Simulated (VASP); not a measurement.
# Sn2Pt (Fm-3m) in VASP: notebook

The runs below take Sn2Pt through single point, relaxation of cell and atoms, with LDA.

All numbers are computed with VASP 6.6.1; they aren't measurements. Logs are shortened: lines on timing, memory, paths and dates and some standing lists are left out, and cuts for length are marked.

## 1. The cell of the first run

It takes space group Fm-3m (No. 225, cubic). The conventional cell has a = 6.408 Å, b = 6.408 Å, c = 6.408 Å, α = 90.00°, β = 90.00°, γ = 90.00°. Within 3.7 Å of Sn (site symmetry -43m) lie 4 Pt at 2.77 Å and 6 Sn at 3.20 Å. Within 3.7 Å of Pt (site symmetry m-3m) lie 8 Sn at 2.77 Å.

## 2. Single point, LDA

File INCAR:

```
SYSTEM = Sn2Pt
PREC = Accurate
ENCUT = 520
EDIFF = 1E-6
ISMEAR = -1
SIGMA = 0.15
LREAL = .FALSE.
LASPH = .TRUE.
NELM = 80
ALGO = Fast
ISIF = 2
LWAVE = .FALSE.
LCHARG = .FALSE.
NBANDS = 26
```

File KPOINTS:

```
Automatic mesh
0
G
  12 12 12
  0 0 0
```

File POSCAR:

```
Sn2Pt
1.0
    0.0000000000      3.2040801380      3.2040801380
    3.2040801380      0.0000000000      3.2040801380
    3.2040801380      3.2040801380      0.0000000000
Sn Pt
2 1
Direct
    0.2500000000      0.2500000000      0.2500000000
    0.7500000000      0.7500000000      0.7500000000
    0.0000000000      0.0000000000      0.0000000000
```

Potentials or basis: VASP PAW LDA potentials, release 64 (Sn_d, Pt).

On the command line:

```console
cat potpaw_LDA.64/Sn_d/POTCAR potpaw_LDA.64/Pt/POTCAR > POTCAR
mpirun -np 1 vasp_std > vasp.out
```

OUTCAR:

```text
SYSTEM = Sn2Pt
   PREC = Accurate
   ENCUT = 520
   EDIFF = 1E-6
   ISMEAR = -1
   LREAL = .FALSE.
   LASPH = .TRUE.
   NELM = 80
   ISIF = 2

 ion  position               nearest neighbor table
   1  0.250  0.250  0.250-   3 2.77   3 2.77   3 2.77   3 2.77   2 3.20   2 3.20   2 3.20   2 3.20
                             2 3.20   2 3.20
   2  0.750  0.750  0.750-   3 2.77   3 2.77   3 2.77   3 2.77   1 3.20   1 3.20   1 3.20   1 3.20
                             1 3.20   1 3.20
   3  0.000  0.000  0.000-   2 2.77   2 2.77   2 2.77   1 2.77   2 2.77   1 2.77   1 2.77   1 2.77

  LATTYP: Found a face centered cubic cell.
 ALAT       =     6.4081602760

  Lattice vectors:

 A1 = (   0.0000000000,   3.2040801380,   3.2040801380)
 A2 = (   3.2040801380,   0.0000000000,   3.2040801380)
 A3 = (   3.2040801380,   3.2040801380,   0.0000000000)

Analysis of symmetry for initial positions (statically):
=====================================================================
 Subroutine PRICEL returns:
 Original cell was already a primitive cell.

 Routine SETGRP: Setting up the symmetry group for a
 face centered cubic supercell.

 Subroutine GETGRP returns: Found 48 space group operations
 (whereof 48 operations were pure point group operations)
 out of a pool of 48 trial point group operations.

The static configuration has the point symmetry O_h .

Analysis of symmetry for dynamics (positions and initial velocities):
=====================================================================
 Subroutine PRICEL returns:
 Original cell was already a primitive cell.

 Routine SETGRP: Setting up the symmetry group for a
 face centered cubic supercell.

 Subroutine GETGRP returns: Found 48 space group operations
 (whereof 48 operations were pure point group operations)
 out of a pool of 48 trial point group operations.

The dynamic configuration has the point symmetry O_h .

 Subroutine INISYM returns: Found 48 space group operations
 (whereof 48 operations are pure point group operations),
 and found     1 'primitive' translations

----------------------------------------------------------------------------------------

                                     Primitive cell

  volume of cell :      65.7870

  direct lattice vectors                    reciprocal lattice vectors
     0.000000000  3.204080138  3.204080138    -0.156051028  0.156051028  0.156051028
[... 80 lines left out ...]
   ISTART =      0    job   : 0-new  1-cont  2-samecut
   ICHARG =      2    charge: 1-file 2-atom 10-const
   ISPIN  =      1    spin polarized calculation?
   LNONCOLLINEAR =      F non collinear calculations
   LSORBIT =      F    spin-orbit coupling
   LASPH  =      T    aspherical Exc in radial PAW
   ENCUT  =  520.0 eV  38.22 Ry    6.18 a.u.   8.43  8.43  8.43*2*pi/ulx,y,z
   NELM   =     80;   NELMIN=  2; NELMDL= -5     # of ELM steps
   EDIFF  = 0.1E-05   stopping-criterion for ELM
   LREAL  =      F    real-space projection
   EDIFFG = 0.1E-04   stopping-criterion for IOM
   NSW    =      0    number of steps for IOM
   IBRION =     -1    ionic relax: 0-MD 1-quasi-New 2-CG
   NFREE  =      0    steps in history (QN), initial steepest desc. (CG)
   ISIF   =      2    stress and relaxation
   ISYM   =      2    0-nonsym 1-usesym 2-fastsym
   POTIM  = 0.5000    time-step for ionic-motion
   TEBEG  =    0.0;   TEEND  =   0.0 temperature during run
   PSTRESS=    0.0 pullay stress
   NELECT =      38.0000    total number of electrons
   NUPDOWN=      -1.0000    fix difference up-down
   EMIN   =  10.00;   EMAX   =-10.00  energy-range for DOS
   EFERMI =   0.00;   METHOD = LEGACY
   ISMEAR =    -1;   SIGMA  =   0.15  broadening in eV -4-tet -1-fermi 0-gaus
   EFERMI_NEDOS =   21; number of points for ismear=-14 and -15
   IALGO  =     68    algorithm
   IMIX   =      4    mixing-type and parameters
     AMIX     =   0.40;   BMIX     =  1.00
     AMIX_MAG =   1.60;   BMIX_MAG =  1.00
  volume/ion in A,a.u.               =      21.93       147.98
  Fermi-wavevector in a.u.,A,eV,Ry     =   1.363398  2.576449 25.291247  1.858854
  Thomas-Fermi vector in A             =   2.489804
   LORBIT       =      0    0 simple, 1 ext, 2 COOP (PROOUT), +10 PAW based schemes
   GGA     = CA    functional components
   LHFCALC =     F    Hartree Fock is set to
   AEXX    =    0.0000 exact exchange contribution
   IVDW    =     0    specifies the selected vdW correction
   LEPSILON=     F    determine dielectric tensor
   LRPA    =     F    only Hartree local field effects (RPA)
 non-spin polarized calculation
 RMM-DIIS sequential band-by-band and
  energy-cutoff  :      520.00
  volume of cell :       65.79
 maximum number of plane-waves:      1807
 NGX is ok and might be reduce to    36
   NGX = 17   NGY = 17   NGZ = 17

 number of electron      38.0000011 magnetization

 Free energy of the ion-electron system (eV)
  ---------------------------------------------------
  ext. energy  EPLUGINS =         0.00000000
  ---------------------------------------------------
  free energy    TOTEN  =       -17.92360395 eV

  energy without entropy =      -17.84050397  energy(sigma->0) =      -17.88205396

 E-fermi :   9.4651     XC(G=0): -11.4102

 val. band max:        9.4548008817   @ k =  -0.4167   0.4167   0.0000
 cond. band min:       9.4673177654   @ k =   0.1667   0.0833   0.0000
 fundamental gap:      0.0125168837
 Fermi energy:         9.4650785400

 k-point     1 :       0.0000    0.0000    0.0000
  band No.  band energies     occupation
      1     -12.3658      2.00000
      2     -12.3658      2.00000
      3     -12.2597      2.00000
      4     -12.2597      2.00000
      5     -12.2597      2.00000
      6     -12.1088      2.00000
[... 685 lines left out ...]
     25      16.7319      0.00000
     26      17.2519      0.00000

 [... further k-points ...]
[... 5 lines left out ...]
  --------------------------------------------------------------------------------------
  -------------------------------------------------------------------------------------
  Total        0.0963409      0.0963409      0.0963409      0.0000000      0.0000000      0.0000000
  in kB        2.3462861      2.3462861      2.3462861      0.0000000      0.0000000      0.0000000
  external PRESSURE =       2.3462861 kB  Pullay stress =       0.0000000 kB

 VOLUME and BASIS-vectors are now :
 -----------------------------------------------------------------------------
  energy-cutoff  :      520.00
  volume of cell :       65.79
      direct lattice vectors                 reciprocal lattice vectors
     0.000000000  3.204080138  3.204080138    -0.156051028  0.156051028  0.156051028
     3.204080138  0.000000000  3.204080138     0.156051028 -0.156051028  0.156051028
     3.204080138  3.204080138  0.000000000     0.156051028  0.156051028 -0.156051028

 POSITION                                       TOTAL-FORCE (eV/Angst)
 -----------------------------------------------------------------------------------
      1.60204      1.60204      1.60204        -0.000000     -0.000000      0.000000
      4.80612      4.80612      4.80612        -0.000000      0.000000     -0.000000
      0.00000      0.00000      0.00000         0.000000      0.000000      0.000000
 -----------------------------------------------------------------------------------
    total drift:                                0.000000      0.000000      0.000000

  FREE ENERGIE OF THE ION-ELECTRON SYSTEM (eV)
  ---------------------------------------------------
  free  energy   TOTEN  =       -17.9236039474 eV

  energy  without entropy=      -17.8405039749  energy(sigma->0) =      -17.88205396
```

stdout:

```text
POSCAR found type information on POSCAR SnPt
 POSCAR found :  2 types and       3 ions
 scaLAPACK will be used
 LDA part: xc-table for (Slater(with rela. corr.)+CA(PZ))
 , standard interpolation
 POSCAR, INCAR and KPOINTS ok, starting setup
 FFT: planning ... GRIDC
 FFT: planning ... GRID_SOFT
 FFT: planning ... GRID
 WAVECAR not read
 entering main loop
```

Run time: 2 min. Hardware: 1 thread of Intel Xeon Platinum 8124M at 3.00GHz (Skylake/Cascade Lake), shared host; peak memory 0.26 GiB.

Results:

* Free energy: -17.9236 eV
* Pressure: 0.2 GPa
* Band gap on the k mesh: zero (band 19 reaches 11.91 eV, above the bottom of band 20 at 8.40 eV)

Caveat: spin-orbit coupling is left out, which moves the levels of the heavy elements.

## 3. Single point, LDA (volume scaled by 0.98)

File INCAR:

```
SYSTEM = Sn2Pt
PREC = Accurate
ENCUT = 520
EDIFF = 1E-6
ISMEAR = -1
SIGMA = 0.15
LREAL = .False.
LASPH = .True.
NELM = 80
ALGO = Fast
ISIF = 2
LWAVE = .False.
LCHARG = .False.
GGA = CA
NBANDS = 26
```

File KPOINTS:

```
regular mesh
0
Gamma
  12 12 12
  0 0 0
```

File POSCAR:

```
Sn2Pt
1.0
    0.0000000000      3.1825755991      3.1825755991
    3.1825755991      0.0000000000      3.1825755991
    3.1825755991      3.1825755991      0.0000000000
Sn Pt
2 1
Direct
    0.2500000000      0.2500000000      0.2500000000
    0.7500000000      0.7500000000      0.7500000000
    0.0000000000      0.0000000000      0.0000000000
```

Potentials or basis: VASP PAW LDA potentials, release 64 (Sn_d, Pt).

On the command line:

```console
cat potpaw_LDA.64/Sn_d/POTCAR potpaw_LDA.64/Pt/POTCAR > POTCAR
mpirun -np 1 vasp_std > vasp.out
```

Wall time 61 s (1 thread of Intel Xeon 6975P-C (Granite Rapids), shared host); peak memory 0.25 GiB.

The run converged. Its results:

```
Free energy            : -17.9111 eV
Pressure               : 2.7 GPa
Band gap on the k mesh : zero (band 19 reaches 12.27 eV, above the bottom of band 20 at 8.66 eV)
```

Levels at points of the mesh, in eV from the Fermi level:
| k point | band 15 | band 16 | band 17 | band 18 | band 19 | band 20 | band 21 | band 22 | band 23 | band 24 |
| --- | --- | --- | --- | --- | --- | --- | --- | --- | --- | --- |
| (0.00, 0.00, 0.00) | -3.76 | -3.76 | -2.89 | 2.48 | 2.48 | 2.48 | 2.79 | 2.79 | 2.79 | 4.01 |
| (0.50, 0.00, 0.00) | -4.22 | -3.72 | -3.72 | -0.70 | -0.70 | 0.71 | 1.09 | 2.85 | 2.85 | 8.12 |
| (0.50, 0.50, 0.00) | -4.08 | -3.65 | -3.63 | -3.51 | -3.51 | -0.52 | 2.12 | 7.27 | 7.27 | 7.67 |

Caveat: spin-orbit coupling is left out, which moves the levels of the heavy elements.

## 4. Single point, LDA

File INCAR:

```
SYSTEM = Sn2Pt
PREC = Accurate
ENCUT = 520
EDIFF = 1E-6
ISMEAR = -1
SIGMA = 0.15
LREAL = .FALSE.
LASPH = .TRUE.
NELM = 80
ALGO = Fast
ISIF = 2
LWAVE = .FALSE.
LCHARG = .FALSE.
NBANDS = 26
```

File KPOINTS:

```
Automatic mesh
0
G
  12 12 12
  0 0 0
```

File POSCAR:

```
Sn2Pt
1.0
    0.0000000000      3.2040801406      3.2040801406
    3.2040801406      0.0000000000      3.2040801406
    3.2040801406      3.2040801406      0.0000000000
Sn Pt
2 1
Direct
    0.2500000000      0.2500000000      0.2500000000
    0.7500000000      0.7500000000      0.7500000000
    0.0000000000      0.0000000000      0.0000000000
```

On the command line:

```console
cat potpaw_LDA.64/Sn_d/POTCAR potpaw_LDA.64/Pt/POTCAR > POTCAR
mpirun -np 1 vasp_std > vasp.out
```

It took 69 s on 1 thread of Intel Xeon 6975P-C (Granite Rapids), shared host; peak memory 0.25 GiB.

The run converged. Its results:

```yaml
Free_energy: -17.9236 eV
Pressure: 0.2 GPa
Band_gap_on_the_k_mesh: zero (band 19 reaches 11.91 eV, above the bottom of band 20 at 8.40 eV)
```

Levels at points of the mesh, in eV from the Fermi level:
```csv
k point,band 15,band 16,band 17,band 18,band 19,band 20,band 21,band 22,band 23,band 24
"(0.00, 0.00, 0.00)",-3.64,-3.64,-2.95,2.45,2.45,2.45,2.77,2.77,2.77,4.04
"(0.50, 0.00, 0.00)",-4.11,-3.61,-3.61,-0.64,-0.64,0.72,1.00,2.82,2.82,8.08
"(0.50, 0.50, 0.00)",-3.96,-3.53,-3.53,-3.40,-3.40,-0.55,2.13,7.15,7.15,7.54
```

Caveat: spin-orbit coupling is left out, which moves the levels of the heavy elements.

## 5. Single point, LDA (volume scaled by 1.02)

File INCAR:

```
SYSTEM = Sn2Pt
PREC = Accurate
ENCUT = 520
EDIFF = 1E-6
ISMEAR = -1
SIGMA = 0.15
LREAL = .False.
LASPH = .True.
NELM = 60
ALGO = Fast
ISIF = 2
LWAVE = .False.
LCHARG = .True.
GGA = CA
LELF = .True.
LVHAR = .True.
NBANDS = 26
```

File KPOINTS:

```
regular mesh
0
Gamma
  12 12 12
  0 0 0
```

File POSCAR:

```
Sn2Pt
1.0
    0.0000000000      3.2252998328      3.2252998328
    3.2252998328      0.0000000000      3.2252998328
    3.2252998328      3.2252998328      0.0000000000
Sn Pt
2 1
Direct
    0.2500000000      0.2500000000      0.2500000000
    0.7500000000      0.7500000000      0.7500000000
    0.0000000000      0.0000000000      0.0000000000
```

On the command line:

```console
cat potpaw_LDA.64/Sn_d/POTCAR potpaw_LDA.64/Pt/POTCAR > POTCAR
mpirun -np 1 vasp_std > vasp.out
```

Run time: 61 s. Hardware: 1 thread of Intel Xeon 6975P-C (Granite Rapids), shared host; peak memory 0.25 GiB.

Results (log left out):

```yaml
Free_energy: -17.9172 eV
Pressure: -1.9 GPa
Band_gap_on_the_k_mesh: zero (band 19 reaches 11.57 eV, above the bottom of band 20 at 8.14 eV)
```

Levels at points of the mesh, in eV from the Fermi level:
| k point | band 15 | band 16 | band 17 | band 18 | band 19 | band 20 | band 21 | band 22 | band 23 | band 24 |
| --- | --- | --- | --- | --- | --- | --- | --- | --- | --- | --- |
| (0.00, 0.00, 0.00) | -3.53 | -3.53 | -3.02 | 2.42 | 2.42 | 2.42 | 2.76 | 2.76 | 2.76 | 4.07 |
| (0.50, 0.00, 0.00) | -4.01 | -3.50 | -3.50 | -0.59 | -0.59 | 0.73 | 0.92 | 2.79 | 2.79 | 7.92 |
| (0.50, 0.50, 0.00) | -3.85 | -3.43 | -3.42 | -3.29 | -3.29 | -0.58 | 2.15 | 7.03 | 7.03 | 7.41 |

Caveat: spin-orbit coupling is left out, which moves the levels of the heavy elements.

[end of part 1 of 2]
